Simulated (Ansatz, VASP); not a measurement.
One calculation of Ti3O4, two programs

```
Ti O
1.0
     2.80726   -3.89845    0.00000
     2.80726    3.89845    0.00000
     0.00000    0.00000    2.75900
Ti O
3 4
Cartesian
  0.0000 0.0000 1.3795
  1.4036 -1.9492 0.0000
  1.4036 1.9492 0.0000
  4.2973 0.0000 0.0000
  2.8073 1.8921 1.3795
  1.3173 0.0000 0.0000
  2.8073 -1.8921 1.3795
```

Change from the starting cell: strain -0.040 along x and y, -0.080 along z, atoms carried along.

Alike in both runs: task single point; functional r2SCAN; k mesh 8 × 8 × 14; occupations gaussian, width 0.15 eV; no spin polarisation.

|  | VASP | Ansatz |
| --- | --- | --- |
| version | VASP 6.6.1 | Ansatz 0.2.0 |
| potentials or method | VASP PAW PBE potentials, release 64 (Ti_sv, O), cutoff 660 eV | scalar-relativistic, plane waves, PAW |
| valence electrons in the cell | 60 | 60 |

```csv
,VASP,Ansatz,Ansatz less VASP
gap on the k mesh at the Fermi level (eV),none,none,-
pressure (GPa),59.4,57.2,-2.25
"traceless stress, the component that is largest in VASP (GPa)",13.21,13.01,-0.197
rms of the force components (eV/Å),0.865,0.828,-0.0366
```

VASP's potentials were made for PBE, not for r2SCAN. Atom by atom the forces differ by 0.037 eV/Å (rms over components). A gap of «none» marks a metal or a gap that the smearing closes. Both programs put the cell under a high pressure, so it lies far from rest at this level.
